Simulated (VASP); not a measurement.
# Rh (P6_3/mmc) in VASP: a series of runs, part 2 of 2

VASP 6.6.1.

### Step 4. Single point, PBEsol (uniaxial strain along c: -4.0 %)

The input, INCAR:

```
ALGO = Fast
EDIFF = 1E-6
ENCUT = 520
GGA = PS
ISIF = 2
ISMEAR = 0
LASPH = T
LCHARG = T
LELF = T
LREAL = F
LVHAR = T
LWAVE = F
NBANDS = 22
NELM = 60
PREC = Accurate
SIGMA = 0.1
```

The input, KPOINTS:

```
k-points
0
Gamma
  24 24 12
```

The input, POSCAR:

```
Rh
1.0
    2.7156234458      0.0000000000      0.0000000000
   -1.3578117229      2.3517988912      0.0000000000
    0.0000000000      0.0000000000      4.1558594339
Rh
2
Direct
    0.6666666840      0.3333333160      0.7500000000
    0.3333333160      0.6666666840      0.2500000000
```

Potentials or basis: VASP PAW PBE potentials, release 64 (Rh_pv).

The run is started by

```
> cat potpaw_PBE.64/Rh_pv/POTCAR > POTCAR
> mpirun -np 1 vasp_std > vasp.out
```

OUTCAR:

```text
EDIFF = 1E-6
   ENCUT = 520
   GGA = PS
   ISIF = 2
   ISMEAR = 0
   LASPH = T
   LREAL = F
   NELM = 60
   PREC = Accurate

 ion  position               nearest neighbor table
   1  0.667  0.333  0.750-   2 2.60   2 2.60   2 2.60   2 2.60   2 2.60   2 2.60
   2  0.333  0.667  0.250-   1 2.60   1 2.60   1 2.60   1 2.60   1 2.60   1 2.60

  LATTYP: Found a hexagonal cell.
 ALAT       =     2.7156234458
 C/A-ratio  =     1.5303518757

  Lattice vectors:

 A1 = (   2.7156234458,   0.0000000000,   0.0000000000)
 A2 = (  -1.3578117229,   2.3517988912,   0.0000000000)
 A3 = (   0.0000000000,   0.0000000000,   4.1558594339)

Analysis of symmetry for initial positions (statically):
=====================================================================
 Subroutine PRICEL returns:
 Original cell was already a primitive cell.

 Routine SETGRP: Setting up the symmetry group for a
 hexagonal supercell.

 Subroutine GETGRP returns: Found 24 space group operations
 (whereof 12 operations were pure point group operations)
[... 161 lines left out ...]
  ext. energy  EPLUGINS =         0.00000000
  ---------------------------------------------------
  free energy    TOTEN  =       -16.14128703 eV

  energy without entropy =      -16.12507656  energy(sigma->0) =      -16.13318179

 E-fermi :  12.5562     XC(G=0): -14.4412

 val. band max:       12.5560783139   @ k =   0.4583   0.0000   0.1667
 cond. band min:      12.5588221116   @ k =   0.3750   0.1667   0.3333
 fundamental gap:      0.0027437977
 Fermi energy:        12.5561535195

 k-point     1 :       0.0000    0.0000    0.0000
  band No.  band energies     occupation
      1     -34.9168      2.00000
      2     -34.1123      2.00000
      3     -34.1123      2.00000
      4     -33.9545      2.00000
      5     -33.9501      2.00000
      6     -33.9501      2.00000
[... 589 lines left out ...]
     21      24.8652      0.00000
     22      27.1888      0.00000

 [... further k-points ...]

------------------------ aborting loop because EDIFF is reached ----------------------------------------

  FORCE on cell =-STRESS in cart. coord.  units (eV):
  Direction    XX          YY          ZZ          XY          YZ          ZX
  --------------------------------------------------------------------------------------
  -------------------------------------------------------------------------------------
  Total        0.3547775      0.3547775      3.1138620      0.0000000      0.0000000     -0.0000000
  in kB       21.4158862     21.4158862    187.9660283      0.0000000      0.0000000     -0.0000000
  external PRESSURE =      76.9326003 kB  Pullay stress =       0.0000000 kB

 VOLUME and BASIS-vectors are now :
 -----------------------------------------------------------------------------
  energy-cutoff  :      520.00
  volume of cell :       26.54
      direct lattice vectors                 reciprocal lattice vectors
     2.715623446  0.000000000  0.000000000     0.368239566  0.212603213  0.000000000
    -1.357811723  2.351798891  0.000000000     0.000000000  0.425206425  0.000000000
     0.000000000  0.000000000  4.155859434     0.000000000  0.000000000  0.240624115

 POSITION                                       TOTAL-FORCE (eV/Angst)
 -----------------------------------------------------------------------------------
      1.35781      0.78393      3.11689        -0.000000      0.000000      0.000000
     -0.00000      1.56787      1.03896         0.000000     -0.000000      0.000000
 -----------------------------------------------------------------------------------
    total drift:                               -0.000025      0.000015     -0.000002

  FREE ENERGIE OF THE ION-ELECTRON SYSTEM (eV)
  ---------------------------------------------------
  free  energy   TOTEN  =       -16.1412870280 eV

  energy  without entropy=      -16.1250765570  energy(sigma->0) =      -16.13318179
```

OSZICAR:

```text
N       E                     dE             d eps       ncg     rms          rms(c)
DAV:   1     0.326403161681E+03    0.32640E+03   -0.18980E+04 18860   0.160E+03
DAV:   2    -0.101318054736E+02   -0.33653E+03   -0.32466E+03 19520   0.477E+02
DAV:   3    -0.172954896434E+02   -0.71637E+01   -0.71257E+01 21980   0.785E+01
DAV:   4    -0.173419778069E+02   -0.46488E-01   -0.46484E-01 20984   0.636E+00
DAV:   5    -0.173427013574E+02   -0.72355E-03   -0.72354E-03 22358   0.817E-01    0.174E+01
RMM:   6    -0.161958674287E+02    0.11468E+01   -0.24492E+00 19315   0.133E+01    0.596E+00
RMM:   7    -0.161500006217E+02    0.45867E-01   -0.13770E-01 19815   0.304E+00    0.233E+00
RMM:   8    -0.161426907609E+02    0.73099E-02   -0.29084E-02 20626   0.169E+00    0.535E-01
RMM:   9    -0.161412412769E+02    0.14495E-02   -0.38369E-03 22157   0.594E-01    0.236E-02
RMM:  10    -0.161412861345E+02   -0.44858E-04   -0.39259E-04 22372   0.207E-01    0.153E-02
RMM:  11    -0.161412878864E+02   -0.17519E-05   -0.34691E-05 24199   0.549E-02    0.684E-03
RMM:  12    -0.161412870280E+02    0.85840E-06   -0.86754E-06 21128   0.237E-02
   1 F= -.16141287E+02 E0= -.16133182E+02  d E =-.162105E-01
```

stdout:

```text
POSCAR found type information on POSCAR Rh
 POSCAR found :  1 types and       2 ions
 scaLAPACK will be used
 -----------------------------------------------------------------------------
|                                                                             |
|                                                                             |
|     You enforced a specific xc type in the INCAR file but a different       |
|     I HOPE YOU KNOW WHAT YOU ARE DOING!                                     |
|                                                                             |
 -----------------------------------------------------------------------------

 LDA part: xc-table for (Slater+PW92), standard interpolation
 POSCAR, INCAR and KPOINTS ok, starting setup
 FFT: planning ... GRIDC
 FFT: planning ... GRID_SOFT
 FFT: planning ... GRID
 WAVECAR not read
 entering main loop
```

Run time: 74 s. Hardware: 1 thread of Intel Xeon 6975P-C (Granite Rapids), shared host; peak memory 0.29 GiB.

What came out:

| Property | Result |
| --- | --- |
| Free energy | -16.1413 eV |
| Pressure | 7.7 GPa |
| Band gap on the k mesh | zero (band 15 reaches 13.14 eV, above the bottom of band 16 at 10.73 eV) |

Stress tensor (GPa, compression positive):
```
 2.14  0.00  0.00
 0.00  2.14  0.00
 0.00  0.00 18.80
```

Caveat: the cell differs from its parent crystal (uniaxial strain along c: -4.0 %); the PAW data sets were made with another functional, which shifts forces and pressure a little.

### Step 5. Single point, PBEsol (uniaxial strain along c: -6.0 %, then relaxed in part)

The input, INCAR:

```
ALGO = Fast
EDIFF = 1E-6
ENCUT = 520
GGA = PS
ISIF = 2
ISMEAR = 0
LASPH = T
LCHARG = F
LREAL = F
LWAVE = F
NBANDS = 22
NELM = 100
PREC = Accurate
SIGMA = 0.1
```

KPOINTS is that of step 4.

The input, POSCAR:

```
Rh
1.0
    2.7489179320      0.0000000000      0.0000000000
   -1.3744589660      2.3806327620      0.0000000000
    0.0000000000      0.0000000000      4.0692790291
Rh
2
Direct
    0.6666666257      0.3333333743      0.7500000000
    0.3333333743      0.6666666257      0.2500000000
```

The run is started by

```
> cat potpaw_PBE.64/Rh_pv/POTCAR > POTCAR
> mpirun -np 1 vasp_std > vasp.out
```

Run time: 72 s. Hardware: 1 thread of Intel Xeon 6975P-C (Granite Rapids), shared host; peak memory 0.29 GiB.

Results (log left out):

```
Free energy            : -16.0689 eV
Pressure               : 8.2 GPa
Band gap on the k mesh : zero (band 15 reaches 12.99 eV, above the bottom of band 16 at 10.78 eV)
```

Stress tensor (GPa, compression positive):
```
-0.14  0.00  0.00
 0.00 -0.14  0.00
 0.00  0.00 24.92
```

Levels at points of the mesh, in eV from the Fermi level:
| k point | band 13 | band 14 | band 15 | band 16 | band 17 | band 18 |
| --- | --- | --- | --- | --- | --- | --- |
| (0.00, 0.00, 0.00) | -2.57 | -2.55 | -2.55 | 0.11 | 0.11 | 1.60 |
| (0.50, 0.00, 0.00) | -1.96 | -0.03 | 0.49 | 0.97 | 2.83 | 4.90 |
| (0.00, 0.00, 0.50) | -3.02 | -3.02 | -0.39 | -0.39 | -0.39 | -0.39 |
| (0.50, 0.00, 0.50) | -0.45 | -0.45 | 0.31 | 0.31 | 2.55 | 2.55 |

Caveat: the cell differs from its parent crystal (uniaxial strain along c: -6.0 %, then relaxed in part); the PAW data sets were made with another functional, which shifts forces and pressure a little.

### Step 6. Single point, PBEsol (uniaxial strain along c: -4.0 %, then relaxed in part)

The input, INCAR:

```
PREC = Accurate
ENCUT = 520
EDIFF = 1E-7
ISMEAR = 0
SIGMA = 0.1
LREAL = False
LASPH = True
NELM = 100
ALGO = Fast
ISIF = 2
LWAVE = False
LCHARG = False
GGA = PS
NBANDS = 22
```

The input, KPOINTS:

```
regular mesh
0
Gamma
  24 24 12
```

The input, POSCAR:

```
Rh
1.0
    2.7250273617      0.0000000000      0.0000000000
   -1.3625136809      2.3599429213      0.0000000000
    0.0000000000      0.0000000000      4.1558594339
Rh
2
Direct
    0.6666666488      0.3333333512      0.7500000000
    0.3333333512      0.6666666488      0.2500000000
```

Potentials or basis: VASP PAW PBE potentials, release 64 (Rh_pv).

The run is started by

```
> cat potpaw_PBE.64/Rh_pv/POTCAR > POTCAR
> mpirun -np 1 vasp_std > vasp.out
```

Run time: 92 s. Hardware: 1 thread of Intel Xeon 6975P-C (Granite Rapids), shared host; peak memory 0.29 GiB.

It converged, with:

| Item | Value |
| --- | --- |
| Free energy | -16.1426 eV |
| Pressure | 5.6 GPa |
| Band gap on the k mesh | zero (band 15 reaches 12.99 eV, above the bottom of band 16 at 10.63 eV) |

Stress tensor (GPa, compression positive):
```
-0.07  0.00  0.00
 0.00 -0.07  0.00
 0.00  0.00 16.95
```

Levels at points of the mesh, in eV from the Fermi level:
```tsv
k point	band 13	band 14	band 15	band 16	band 17	band 18
(0.00, 0.00, 0.00)	-2.58	-2.47	-2.47	0.10	0.10	1.23
(0.50, 0.00, 0.00)	-2.11	0.13	0.57	0.85	2.91	5.00
(0.00, 0.00, 0.50)	-3.15	-3.15	-0.45	-0.45	-0.45	-0.45
(0.50, 0.00, 0.50)	-0.43	-0.43	0.41	0.41	2.58	2.58
```

Caveat: the cell differs from its parent crystal (uniaxial strain along c: -4.0 %, then relaxed in part); the PAW data sets were made with another functional, which shifts forces and pressure a little.

### Step 7. The runs side by side

```tsv
cell	k mesh	gap on the mesh (eV)	pressure (GPa)
a = 2.632, b = 2.632, c = 4.245 Å, angles 90.0, 90.0, 120.0°, 2 atoms	18 × 18 × 10	none	21.1
a = 2.729, b = 2.729, c = 4.069 Å, angles 90.0, 90.0, 120.0°, 2 atoms	24 × 24 × 12	none	12.7
a = 2.716, b = 2.716, c = 4.156 Å, angles 90.0, 90.0, 120.0°, 2 atoms	24 × 24 × 12	none	7.7
a = 2.749, b = 2.749, c = 4.069 Å, angles 90.0, 90.0, 120.0°, 2 atoms	24 × 24 × 12	none	8.2
a = 2.725, b = 2.725, c = 4.156 Å, angles 90.0, 90.0, 120.0°, 2 atoms	24 × 24 × 12	none	5.6
```

Alike in all rows: task single point; level PBEsol; potentials or basis VASP PAW PBE potentials, release 64 (Rh_pv); no spin polarisation; cutoff (eV) 520; smearing gaussian 0.1 eV.

Caveats: the PAW data sets were made with another functional, which shifts forces and pressure a little.

Total energies depend on the potentials used, so only differences within one code and one set of settings carry meaning.
